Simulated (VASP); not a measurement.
# AgH16O8F in VASP: a series of runs

The runs below take AgH16O8F through single point, with PBEsol.

All numbers are computed with VASP 6.6.1; they aren't measurements. Logs are shortened: lines on timing, memory, paths and dates and some standing lists are left out, and cuts for length are marked.

## Step 1: The cell of the first run

The cell holds a disordered packing, 26 atoms: a = 6.346 Å, b = 6.346 Å, c = 6.346 Å, α = 90.00°, β = 90.00°, γ = 90.00°.

## Step 2: Single point, PBEsol

The input, INCAR:

```
SYSTEM = AgH16O8F
PREC = Accurate
ENCUT = 520
EDIFF = 1E-6
ISMEAR = -1
SIGMA = 0.02
LREAL = .False.
LASPH = .True.
NELM = 120
ALGO = Normal
ISIF = 2
LWAVE = .False.
LCHARG = .True.
GGA = PS
LELF = .True.
LVHAR = .True.
NBANDS = 60
GGA_COMPAT = .False.
```

The input, KPOINTS:

```
regular mesh
0
Gamma
  1 1 1
  0 0 0
```

The input, POSCAR:

```
AgH16O8F
1.0
    6.3462950000      0.0000000000      0.0000000000
    0.0000000000      6.3462950000      0.0000000000
    0.0000000000      0.0000000000      6.3462950000
O H Ag F
8 16 1 1
Direct
    0.6658688258      0.3086210143      0.3936312447
    0.6611731727      0.8329426855      0.7183876577
    0.5634311043      0.2151964256      0.9185989621
    0.1612909580      0.3741080426     -0.0221546587
    0.1775209000      1.0110150883      0.3965620886
    0.4993149546      0.7675186861      0.3075022513
    0.8176424197      0.0048532254      0.1997385876
    0.8251113445      0.4645702729      0.7503905822
    0.6017684334      0.4365854408      0.3359598002
    0.7597031024      0.3782364356      0.5108019719
    0.5715775898      0.8423970206      0.5906595896
    0.5419540062      0.7937071945      0.8240398532
    0.6381833810      0.3389694302      0.8578863731
    0.6524594271      0.1066764151      0.8428067085
    0.2545737316      0.5086117175     -0.0449238493
    0.2451981826      0.2798955926      0.0766904154
    0.0498873752      0.9393512278      0.3464225978
    0.3085107137      0.9160147771      0.3782837073
    0.4201191404      0.7178046403      0.1789548075
    0.6167850691      0.8584221187      0.2470575351
    0.7626181890      0.1454391893      0.2417631075
    0.8362359455      0.0285205778      0.0478231787
    0.7935023506      0.6188492656      0.7339557963
    0.9460165341      0.4193627936      0.8319342230
    0.2185054429      0.1620473048      0.6999201897
    0.3503619041      0.7366345246      0.9488843491
```

Potentials or basis: VASP PAW PBE potentials, release 64 (O, H, Ag, F).

The run is started by

```sh
$ cat potpaw_PBE.64/O/POTCAR potpaw_PBE.64/H/POTCAR potpaw_PBE.64/Ag/POTCAR potpaw_PBE.64/F/POTCAR > POTCAR
$ mpirun -np 1 vasp_gam > vasp.out
```

OUTCAR:

```text
SYSTEM = AgH16O8F
   PREC = Accurate
   ENCUT = 520
   EDIFF = 1E-6
   ISMEAR = -1
   LREAL = .False.
   LASPH = .True.
   NELM = 120
   ISIF = 2
   GGA = PS

 ion  position               nearest neighbor table
   1  0.666  0.309  0.394-   9 0.98  10 1.05
   2  0.661  0.833  0.718-  11 0.99  12 1.04
   3  0.563  0.215  0.919-  13 1.00  14 1.01  25 2.61
   4  0.161  0.374  0.978-  16 1.02  15 1.05  25 2.25
   5  0.178  0.011  0.397-  17 0.98  18 1.03  25 2.17
   6  0.499  0.768  0.308-  19 1.01  20 1.02
   7  0.818  0.005  0.200-  22 0.98  21 0.99
   8  0.825  0.465  0.750-  24 0.97  23 1.00
   9  0.602  0.437  0.336-   1 0.98
  10  0.760  0.378  0.511-   1 1.05
  11  0.572  0.842  0.591-   2 0.99
  12  0.542  0.794  0.824-   2 1.04
  13  0.638  0.339  0.858-   3 1.00
  14  0.652  0.107  0.843-   3 1.01
[... 8 lines left out ...]
  23  0.794  0.619  0.734-   8 1.00
  24  0.946  0.419  0.832-   8 0.97
  25  0.219  0.162  0.700-   5 2.17   4 2.25   3 2.61
  26  0.350  0.737  0.949-

  LATTYP: Found a simple cubic cell.
 ALAT       =     6.3462950000

  Lattice vectors:

 A1 = (   6.3462950000,   0.0000000000,   0.0000000000)
 A2 = (   0.0000000000,   6.3462950000,   0.0000000000)
 A3 = (   0.0000000000,   0.0000000000,   6.3462950000)

Analysis of symmetry for initial positions (statically):
=====================================================================
 Subroutine PRICEL returns:
 Original cell was already a primitive cell.

 Routine SETGRP: Setting up the symmetry group for a
 simple cubic supercell.

 Subroutine GETGRP returns: Found  1 space group operations
 (whereof  1 operations were pure point group operations)
 out of a pool of 48 trial point group operations.

The static configuration has the point symmetry C_1 .

Analysis of symmetry for dynamics (positions and initial velocities):
=====================================================================
 Subroutine PRICEL returns:
 Original cell was already a primitive cell.

 Routine SETGRP: Setting up the symmetry group for a
 simple cubic supercell.

 Subroutine GETGRP returns: Found  1 space group operations
 (whereof  1 operations were pure point group operations)
 out of a pool of 48 trial point group operations.

The dynamic configuration has the point symmetry C_1 .

 Subroutine INISYM returns: Found  1 space group operations
 (whereof  1 operations are pure point group operations),
 and found     1 'primitive' translations

----------------------------------------------------------------------------------------

                                     Primitive cell

  volume of cell :     255.6000

  direct lattice vectors                    reciprocal lattice vectors
     6.346295000  0.000000000  0.000000000     0.157572253  0.000000000  0.000000000
     0.000000000  6.346295000  0.000000000     0.000000000  0.157572253  0.000000000
     0.000000000  0.000000000  6.346295000     0.000000000  0.000000000  0.157572253

  length of vectors
     6.346295000  6.346295000  6.346295000     0.157572253  0.157572253  0.157572253

  position of ions in fractional coordinates (direct lattice)
     0.665868826  0.308621014  0.393631245
     0.661173173  0.832942686  0.718387658
     0.563431104  0.215196426  0.918598962
     0.161290958  0.374108043  0.977845341
     0.177520900  0.011015088  0.396562089
     0.499314955  0.767518686  0.307502251
[... 18 lines left out ...]
     0.218505443  0.162047305  0.699920190
     0.350361904  0.736634525  0.948884349

  ion indices of the primitive-cell ions
   primitive index   ion index
                 1           1
                 2           2
                 3           3
                 4           4
                 5           5
                 6           6
[... 18 lines left out ...]
                25          25
                26          26

----------------------------------------------------------------------------------------

 KPOINTS: regular mesh

Automatic generation of k-mesh.
 Grid dimensions read from file:
 generate k-points for:    1    1    1

 Generating k-lattice:

  Cartesian coordinates                     Fractional coordinates (reciprocal lattice)
     0.157572253  0.000000000  0.000000000     1.000000000  0.000000000  0.000000000
     0.000000000  0.157572253  0.000000000     0.000000000  1.000000000  0.000000000
     0.000000000  0.000000000  0.157572253     0.000000000  0.000000000  1.000000000

  Length of vectors
     0.157572253  0.157572253  0.157572253

  Shift w.r.t. Gamma in fractional coordinates (k-lattice)
     0.000000000  0.000000000  0.000000000

 Subroutine IBZKPT returns following result:
 ===========================================

 Found      1 irreducible k-points:

 Following reciprocal coordinates:
            Coordinates               Weight
  0.000000  0.000000  0.000000      1.000000
   k-points           NKPTS =      1   k-points in BZ     NKDIM =      1   number of bands    NBANDS=     60
   number of dos      NEDOS =    301   number of ions     NIONS =     26
   total plane-waves  NPLWV = 110592
   dimension x,y,z NGX =    48 NGY =   48 NGZ =   48
   dimension x,y,z NGXF=    96 NGYF=   96 NGZF=   96
   ions per type =               8  16   1   1
   NGX,Y,Z   is equivalent  to a cutoff of  12.57, 12.57, 12.57 a.u.
   NGXF,Y,Z  is equivalent  to a cutoff of  25.15, 25.15, 25.15 a.u.
 SYSTEM =  AgH16O8F
   PREC   = accura    normal or accurate (medium, high low for compatibility)
   ISTART =      0    job   : 0-new  1-cont  2-samecut
   ICHARG =      2    charge: 1-file 2-atom 10-const
   ISPIN  =      1    spin polarized calculation?
   LNONCOLLINEAR =      F non collinear calculations
   LSORBIT =      F    spin-orbit coupling
   LASPH  =      T    aspherical Exc in radial PAW
   ENCUT  =  520.0 eV  38.22 Ry    6.18 a.u.  11.80 11.80 11.80*2*pi/ulx,y,z
   NELM   =    120;   NELMIN=  2; NELMDL= -5     # of ELM steps
   EDIFF  = 0.1E-05   stopping-criterion for ELM
   LREAL  =      F    real-space projection
   EDIFFG = 0.1E-04   stopping-criterion for IOM
   NSW    =      0    number of steps for IOM
   IBRION =     -1    ionic relax: 0-MD 1-quasi-New 2-CG
   NFREE  =      0    steps in history (QN), initial steepest desc. (CG)
   ISIF   =      2    stress and relaxation
   ISYM   =      2    0-nonsym 1-usesym 2-fastsym
   POTIM  = 0.5000    time-step for ionic-motion
   TEBEG  =    0.0;   TEEND  =   0.0 temperature during run
   PSTRESS=    0.0 pullay stress
   NELECT =      82.0000    total number of electrons
   NUPDOWN=      -1.0000    fix difference up-down
   EMIN   =  10.00;   EMAX   =-10.00  energy-range for DOS
   EFERMI =   0.00;   METHOD = LEGACY
   ISMEAR =    -1;   SIGMA  =   0.02  broadening in eV -4-tet -1-fermi 0-gaus
   EFERMI_NEDOS =   21; number of points for ismear=-14 and -15
   IALGO  =     38    algorithm
   IMIX   =      4    mixing-type and parameters
     AMIX     =   0.40;   BMIX     =  1.00
     AMIX_MAG =   1.60;   BMIX_MAG =  1.00
  volume/ion in A,a.u.               =       9.83        66.34
  Fermi-wavevector in a.u.,A,eV,Ry     =   1.120708  2.117831 17.088737  1.255987
  Thomas-Fermi vector in A             =   2.257357
   LORBIT       =      0    0 simple, 1 ext, 2 COOP (PROOUT), +10 PAW based schemes
   GGA     = PS    functional components
   LHFCALC =     F    Hartree Fock is set to
   AEXX    =    0.0000 exact exchange contribution
   IVDW    =     0    specifies the selected vdW correction
   LEPSILON=     F    determine dielectric tensor
   LRPA    =     F    only Hartree local field effects (RPA)
 non-spin polarized calculation
  energy-cutoff  :      520.00
  volume of cell :      255.60
 maximum number of plane-waves:      3466
 NGX is ok and might be reduce to    48
   NGX = 23   NGY = 23   NGZ = 23

 number of electron      81.9999990 magnetization

 Free energy of the ion-electron system (eV)
  ---------------------------------------------------
  ext. energy  EPLUGINS =         0.00000000
  ---------------------------------------------------
  free energy    TOTEN  =      -124.95743014 eV

  energy without entropy =     -124.95743014  energy(sigma->0) =     -124.95743014

 E-fermi :  -1.5101     XC(G=0):  -7.5249

 val. band max:       -2.0981319773   @ k =   0.0000   0.0000   0.0000
 cond. band min:       1.1444164191   @ k =   0.0000   0.0000   0.0000
 fundamental gap:      3.2425483964
 Fermi energy:        -1.5100642758

 k-point     1 :       0.0000    0.0000    0.0000
  band No.  band energies     occupation
      1     -22.9574      2.00000
      2     -21.8044      2.00000
      3     -21.5912      2.00000
      4     -21.3580      2.00000
      5     -21.0067      2.00000
      6     -20.7737      2.00000
[... 45 lines left out ...]
     52       7.7874      0.00000
     53       8.0676      0.00000
 [bands above 53 left out]

------------------------ aborting loop because EDIFF is reached ----------------------------------------

  FORCE on cell =-STRESS in cart. coord.  units (eV):
  Direction    XX          YY          ZZ          XY          YZ          ZX
  --------------------------------------------------------------------------------------
  -------------------------------------------------------------------------------------
  Total       -0.0224644     -0.5353320      0.0521379     -0.5909270      0.0065170      0.1572967
  in kB       -0.1408139     -3.3556218      0.3268162     -3.7041079      0.0408507      0.9859829
  external PRESSURE =      -1.0565398 kB  Pullay stress =       0.0000000 kB

 VOLUME and BASIS-vectors are now :
 -----------------------------------------------------------------------------
  energy-cutoff  :      520.00
  volume of cell :      255.60
      direct lattice vectors                 reciprocal lattice vectors
     6.346295000  0.000000000  0.000000000     0.157572253  0.000000000  0.000000000
     0.000000000  6.346295000  0.000000000     0.000000000  0.157572253  0.000000000
     0.000000000  0.000000000  6.346295000     0.000000000  0.000000000  0.157572253

 POSITION                                       TOTAL-FORCE (eV/Angst)
 -----------------------------------------------------------------------------------
      4.22580      1.95860      2.49810         0.841993      1.399304      1.177682
      4.19600      5.28610      4.55910        -0.827420      0.102068      0.385532
      3.57570      1.36570      5.82970         0.346729     -1.079677     -0.698054
      1.02360      2.37420      6.20570         1.393352     -0.397175      0.639837
      1.12660      0.06990      2.51670         1.423931      0.121272      0.838153
      3.16880      4.87090      1.95150        -0.022076     -0.216001      0.540536
[... 18 lines left out ...]
      1.38670      1.02840      4.44190         0.166486     -0.068360     -0.256292
      2.22350      4.67490      6.02190        -0.166893     -0.784271     -0.174275
 -----------------------------------------------------------------------------------
    total drift:                               -0.000198      0.000251     -0.000074

  FREE ENERGIE OF THE ION-ELECTRON SYSTEM (eV)
  ---------------------------------------------------
  free  energy   TOTEN  =      -124.9574301354 eV

  energy  without entropy=     -124.9574301354  energy(sigma->0) =     -124.95743014
```

Run time: 16 s. Hardware: 1 thread of Intel Xeon 6975P-C (Granite Rapids), shared host; peak memory 0.31 GiB.

What came out:

* Free energy: -124.9574 eV
* Pressure: -0.1 GPa
* Largest force: 2.013 eV/Å

Forces on the atoms (eV/Å):
```
O    0.842  1.399  1.178
O   -0.827  0.102  0.386
O    0.347 -1.080 -0.698
O    1.393 -0.397  0.640
O    1.424  0.121  0.838
O   -0.022 -0.216  0.541
O    0.480 -0.975 -1.074
O   -0.820 -0.253 -1.268
H   -0.189  0.092 -0.231
H   -0.846 -1.080 -0.688
H    0.625 -0.177 -0.294
H    0.228 -0.021 -0.009
H    0.039  0.683 -0.017
H   -1.224 -0.054  0.274
H   -0.450 -0.182  0.110
H   -0.812  0.854 -0.746
H   -0.460  0.314 -0.184
H   -0.450  0.141 -0.331
H    0.140  0.478 -0.374
H   -0.009 -0.070  0.130
H   -0.418  0.790  1.028
H    0.115 -0.509  0.280
H    0.088  0.477  0.274
H    0.806  0.414  0.665
Ag   0.166 -0.068 -0.256
F   -0.167 -0.784 -0.174
```

Stress tensor (GPa, compression positive):
```
-0.01 -0.37  0.10
-0.37 -0.34  0.00
 0.10  0.00  0.03
```

Caveat: the k points lie up to 0.99 Å⁻¹ apart; the PAW data sets were made with another functional, which shifts forces and pressure a little.

(Part 1 of 2 ends here.)
